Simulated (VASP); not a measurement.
# Na (Fd-3m) in VASP: relaxation of cell and atoms with PBE

Aim: the relaxation of cell and atoms of Na with PBE.

All numbers are computed with VASP 6.6.1; they aren't measurements. Logs are shortened: lines on timing, memory, paths and dates and some standing lists are left out, and cuts for length are marked.

## Step 1: The cell of the first run

The structure is cubic, space group Fd-3m (No. 227). The conventional cell has a = 6.439 Å, b = 6.439 Å, c = 6.439 Å, α = 90.00°, β = 90.00°, γ = 90.00°. Na (site symmetry -43m) has 4 Na at 2.79 Å within 3.7 Å.

## Step 2: Relaxation of cell and atoms, PBE

Input file INCAR:

```
  PREC = Accurate
  ENCUT = 600
  EDIFF = 1E-6
  ISMEAR = -1
  SIGMA = 0.03
  LREAL = F
  LASPH = T
  NELM = 100
  ALGO = Normal
  ISIF = 3
  LWAVE = F
  LCHARG = F
  GGA = PE
  IBRION = 2
  NSW = 100
  EDIFFG = -0.005
```

Input file KPOINTS:

```
regular mesh
0
Gamma
  10 10 10
```

Input file POSCAR:

```
Na
1.0
    0.0000000000      3.2195088072      3.2195088072
    3.2195088072      0.0000000000      3.2195088072
    3.2195088072      3.2195088072      0.0000000000
Na
2
Direct
    0.0000000000      0.0000000000      0.0000000000
    0.2500000000      0.2500000000      0.2500000000
```

Potentials or basis: VASP PAW PBE potentials, release 64 (Na_pv).

Command:

```bash
$ cat potpaw_PBE.64/Na_pv/POTCAR > POTCAR
$ mpirun -np 1 vasp_std > vasp.out
```

OUTCAR:

```text
PREC = Accurate
   ENCUT = 600
   EDIFF = 1E-6
   ISMEAR = -1
   LREAL = F
   LASPH = T
   NELM = 100
   ISIF = 3
   GGA = PE
   IBRION = 2
   NSW = 100
   EDIFFG = -0.005

 ion  position               nearest neighbor table
   1  0.000  0.000  0.000-   2 2.79   2 2.79   2 2.79   2 2.79
   2  0.250  0.250  0.250-   1 2.79   1 2.79   1 2.79   1 2.79

  LATTYP: Found a face centered cubic cell.
 ALAT       =     6.4390176144

  Lattice vectors:

 A1 = (   0.0000000000,   3.2195088072,   3.2195088072)
 A2 = (   3.2195088072,   0.0000000000,   3.2195088072)
 A3 = (   3.2195088072,   3.2195088072,   0.0000000000)

Analysis of symmetry for initial positions (statically):
=====================================================================
 Subroutine PRICEL returns:
 Original cell was already a primitive cell.

 Routine SETGRP: Setting up the symmetry group for a
 face centered cubic supercell.

 Subroutine GETGRP returns: Found 48 space group operations
 (whereof 24 operations were pure point group operations)
 out of a pool of 48 trial point group operations.

The static configuration has the point symmetry T_d .
 The point group associated with its full space group is O_h .

Analysis of symmetry for dynamics (positions and initial velocities):
=====================================================================
 Subroutine PRICEL returns:
 Original cell was already a primitive cell.

 Routine SETGRP: Setting up the symmetry group for a
 face centered cubic supercell.

 Subroutine GETGRP returns: Found 48 space group operations
 (whereof 24 operations were pure point group operations)
 out of a pool of 48 trial point group operations.

The dynamic configuration has the point symmetry T_d .
 The point group associated with its full space group is O_h .

 Subroutine INISYM returns: Found 48 space group operations
 (whereof 24 operations are pure point group operations),
 and found     1 'primitive' translations

----------------------------------------------------------------------------------------

                                     Primitive cell

  volume of cell :      66.7419

  direct lattice vectors                    reciprocal lattice vectors
     0.000000000  3.219508807  3.219508807    -0.155303194  0.155303194  0.155303194
     3.219508807  0.000000000  3.219508807     0.155303194 -0.155303194  0.155303194
     3.219508807  3.219508807  0.000000000     0.155303194  0.155303194 -0.155303194

  length of vectors
     4.553073019  4.553073019  4.553073019     0.268993022  0.268993022  0.268993022

[... 105 lines left out ...]
   GGA     = PE    functional components
   LHFCALC =     F    Hartree Fock is set to
   AEXX    =    0.0000 exact exchange contribution
   IVDW    =     0    specifies the selected vdW correction
   LEPSILON=     F    determine dielectric tensor
   LRPA    =     F    only Hartree local field effects (RPA)
 conjugate gradient relaxation of ions
 non-spin polarized calculation
  energy-cutoff  :      600.00
  volume of cell :       66.74
 maximum number of plane-waves:      2252
   NGX = 19   NGY = 19   NGZ = 19

--------------------------------------- Ionic step        1  -------------------------------------------

 number of electron      13.9999992 magnetization

 Free energy of the ion-electron system (eV)
  ---------------------------------------------------
  ext. energy  EPLUGINS =         0.00000000
  ---------------------------------------------------
  free energy    TOTEN  =        -1.64531583 eV

  energy without entropy =       -1.64127674  energy(sigma->0) =       -1.64329629

------------------------ aborting loop because EDIFF is reached ----------------------------------------

  FORCE on cell =-STRESS in cart. coord.  units (eV):
  Direction    XX          YY          ZZ          XY          YZ          ZX
  --------------------------------------------------------------------------------------
  -------------------------------------------------------------------------------------
  Total        1.3839574      1.3839574      1.3839574      0.0000000      0.0000000     -0.0000000
  in kB       33.2226635     33.2226635     33.2226635      0.0000000      0.0000000     -0.0000000
  external PRESSURE =      33.2226635 kB  Pullay stress =       0.0000000 kB
[... 23 lines left out ...]
--------------------------------------- Ionic step        2  -------------------------------------------

 number of electron      14.0000020 magnetization

 E-fermi :   0.4601     XC(G=0):  -6.4717

 val. band max:        0.4020891057   @ k =  -0.4000   0.3000   0.0000
 cond. band min:       0.4811523084   @ k =  -0.4000   0.1000   0.0000
 fundamental gap:      0.0790632027
 Fermi energy:         0.4600849522

 k-point     1 :       0.0000    0.0000    0.0000
  band No.  band energies     occupation
      1     -25.1370      2.00000
      2     -25.1370      2.00000
      3     -25.1370      2.00000
      4     -25.0346      2.00000
      5     -25.0346      2.00000
      6     -25.0346      2.00000
      7      -2.9077      2.00000
      8       6.3117      0.00000
      9       6.3117      0.00000
     10       6.3117      0.00000
     11       6.5198      0.00000
[... 387 lines left out ...]
  FREE ENERGIE OF THE ION-ELECTRON SYSTEM (eV)
  ---------------------------------------------------
  free  energy   TOTEN  =        -1.9331411625 eV

  energy  without entropy=       -1.9300682071  energy(sigma->0) =       -1.93160468

[... ionic steps 4 to 17 ...]

--------------------------------------- Ionic step       18  -------------------------------------------

 number of electron      14.0000012 magnetization

------------------------ aborting loop because EDIFF is reached ----------------------------------------
[... 67 lines left out ...]
--------------------------------------- Ionic step       20  -------------------------------------------

 number of electron      14.0000013 magnetization

 Free energy of the ion-electron system (eV)
  ---------------------------------------------------
  ext. energy  EPLUGINS =         0.00000000
  ---------------------------------------------------
  free energy    TOTEN  =        -1.94215790 eV

  energy without entropy =       -1.93945485  energy(sigma->0) =       -1.94080637

 E-fermi :  -0.5327     XC(G=0):  -5.5670

 val. band max:       -0.5938491644   @ k =  -0.3000   0.4000   0.1000
 cond. band min:      -0.5185665945   @ k =  -0.3000   0.4000   0.2000
 fundamental gap:      0.0752825699
 Fermi energy:        -0.5327415624

 k-point     1 :       0.0000    0.0000    0.0000
  band No.  band energies     occupation
      1     -25.9567      2.00000
      2     -25.9567      2.00000
      3     -25.9567      2.00000
      4     -25.9194      2.00000
      5     -25.9194      2.00000
      6     -25.9194      2.00000
      7      -3.1434      2.00000
      8       4.1332      0.00000
      9       4.1332      0.00000
     10       4.1332      0.00000
     11       4.4493      0.00000
[... 351 lines left out ...]
  FREE ENERGIE OF THE ION-ELECTRON SYSTEM (eV)
  ---------------------------------------------------
  free  energy   TOTEN  =        -1.9421578985 eV

  energy  without entropy=       -1.9394548459  energy(sigma->0) =       -1.94080637

 reached required accuracy - stopping structural energy minimisation
```

OSZICAR:

```text
N       E                     dE             d eps       ncg     rms          rms(c)
DAV:   1     0.965992737890E+02    0.96599E+02   -0.83709E+03  1034   0.136E+03
DAV:   2     0.169746819600E+01   -0.94902E+02   -0.94478E+02  1061   0.324E+02
DAV:   3    -0.161276433152E+01   -0.33102E+01   -0.33071E+01  1184   0.761E+01
[... 105 lines left out ...]
DAV:   2    -0.194215625811E+01    0.37187E-06   -0.42489E-07   517   0.128E-02
  19 F= -.19421563E+01 E0= -.19408044E+01  d E =-.203480E-05
       N       E                     dE             d eps       ncg     rms          rms(c)
DAV:   1    -0.194216020355E+01   -0.35736E-05   -0.61490E-05  1121   0.162E-01    0.106E-02
DAV:   2    -0.194215859484E+01    0.16087E-05   -0.16998E-06   520   0.256E-02    0.540E-03
DAV:   3    -0.194215789849E+01    0.69635E-06   -0.84242E-07   517   0.175E-02
  20 F= -.19421579E+01 E0= -.19408064E+01  d E =-.367518E-05
```

CONTCAR:

```text
Na
   1.00000000000000
    -0.0000000000000000    3.7507180986659456    3.7507180986659456
     3.7507180986659456    0.0000000000000000    3.7507180986659456
     3.7507180986659456    3.7507180986659456    0.0000000000000000
  Na
     2
Direct
     0.0000000000000000    0.0000000000000000    0.0000000000000000
     0.2500000000000000    0.2500000000000000    0.2500000000000000

  0.00000000E+00  0.00000000E+00  0.00000000E+00
  0.00000000E+00  0.00000000E+00  0.00000000E+00
```

Wall time 99 s (1 thread of Intel Xeon 6975P-C (Granite Rapids), shared host); peak memory 0.21 GiB.

Results:

| Item | Value |
| --- | --- |
| Free energy | -1.9422 eV |
| Relaxed volume | 52.76 Å³/atom |
| Relaxed cell | a = 5.304 Å, b = 5.304 Å, c = 5.304 Å, α = 60.00°, β = 60.00°, γ = 60.00° |
| Space group after relaxing (to 0.05 Å) | Fd-3m (No. 227) |
| Energy gained by relaxing | 148.4 meV/atom |
| Ionic steps | 20 |
| Pressure after relaxing | 0.0 GPa |
| Band gap on the k mesh | zero (band 7 reaches -0.17 eV, above the bottom of band 8 at -0.86 eV) |

Step by step:
```tsv
step	energy change (eV)	largest force (eV/Å)	pressure (GPa)	volume (Å³)
1	0.0000	0.0000	3.32	66.74
2	-0.1196	0.0000	2.30	73.65
3	-0.2878	0.0000	0.34	97.21
4	-0.2962	0.0000	0.12	103.48
5	-0.2965	0.0000	-0.04	107.82
6	-0.2968	0.0000	-0.02	106.61
7	-0.2968	0.0000	0.02	105.49
8	-0.2968	0.0000	0.02	105.49
9	-0.2968	0.0000	0.02	105.49
10	-0.2968	0.0000	0.02	105.49
11	-0.2968	0.0000	0.02	105.49
12	-0.2968	0.0000	0.02	105.49
13	-0.2968	0.0000	0.02	105.49
14	-0.2968	0.0000	0.02	105.49
15	-0.2968	0.0000	0.02	105.49
16	-0.2968	0.0000	0.02	105.50
17	-0.2968	0.0000	0.02	105.50
18	-0.2968	0.0000	0.02	105.50
19	-0.2968	0.0000	0.03	105.51
20	-0.2968	0.0000	0.00	105.53
```

Final structure:
```
Na
1.0
     0.00000    3.75072    3.75072
     3.75072    0.00000    3.75072
     3.75072    3.75072    0.00000
Na
2
Cartesian
  0.0000 0.0000 0.0000
  1.8754 1.8754 1.8754
```

Caveat: the volume moved by over 15 % at a fixed basis, so the end points are rough.
